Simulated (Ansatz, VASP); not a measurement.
# Two plane-wave programs on InP

```
In P
1.0
     0.00000    3.37476    2.81324
     2.81324    0.00000    2.81324
     2.81324    3.37476    0.00000
In P
1 1
Direct
  0.00000 0.00000 0.00000
  0.75000 0.75000 0.75000
```

Alike in both runs: task single point; functional LDA; k mesh 12 × 12 × 12; occupations gaussian, width 0.05 eV; no spin polarisation.

|  | VASP | Ansatz |
| --- | --- | --- |
| version | VASP 6.6.1 | Ansatz 0.2.0 |
| potentials or method | VASP PAW LDA potentials, release 64 (In_d, P), cutoff 520 eV | scalar-relativistic, plane waves, PAW |
| valence electrons in the cell | 18 | 18 |

Ansatz gave:

- gap on the k mesh at the Fermi level (eV): none
- pressure (GPa): -5.0
- traceless stress, the component that is largest in VASP (GPa): -7.11

**Question.** Estimate VASP's values.

**Answer.** gap on the k mesh at the Fermi level (eV): none; pressure (GPa): -5.0; traceless stress, the component that is largest in VASP (GPa): -7.12.

Ansatz warns that its potentials were made for another functional, while VASP's fit it. LDA's correlation is that of Perdew and Zunger in VASP and of Perdew and Wang (1992) in Ansatz. A gap of «none» marks a metal or a gap that the smearing closes.
